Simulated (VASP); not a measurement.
Here is a VASP 6.6.1 calculation.

Contents of INCAR:

```
SYSTEM = C
ALGO = Normal ; EDIFF = 1E-6
ENCUT = 520 ; GGA = PE
ISIF = 2 ; ISMEAR = 0
IVDW = 12 ; LASPH = .TRUE.
LCHARG = .FALSE. ; LREAL = .FALSE.
LWAVE = .FALSE. ; NBANDS = 16
NELM = 100 ; PREC = Accurate
SIGMA = 0.02
```

KPOINTS

```
k-points
0
G
  8 12 8
  0 0 0
```

Contents of POSCAR:

```
C
1.0
    4.2694048708      0.0000000000      0.0000000000
    0.0000000000      2.4649234225      0.0000000000
   -1.2162445334      0.0000000000      3.3739455666
C
4
Direct
    0.8334041897      0.0000000000      0.0002211056
    0.6665958103      0.5000000000      0.9997788944
    0.3334041897      0.5000000000      0.0002211056
    0.1665958103      0.0000000000      0.9997788944
```

Potentials or basis: VASP PAW PBE potentials, release 64 (C).

The run is started by

```console
$ cat potpaw_PBE.64/C/POTCAR > POTCAR
$ mpirun -np 1 vasp_std > vasp.out
```

(1) What does it give for the band gap on the k mesh?

(2) Estimate the dispersion energy per atom.

(3) Predict the pressure.

(4) Estimate the largest force.

Answers

(1) 0.29 eV.

(2) -0.155 eV.

(3) 0.4 GPa.

(4) 0.005 eV/Å.

Caveat: the cell differs from its parent crystal (shear of c along a, cell held: +6.0 %, then relaxed in part).
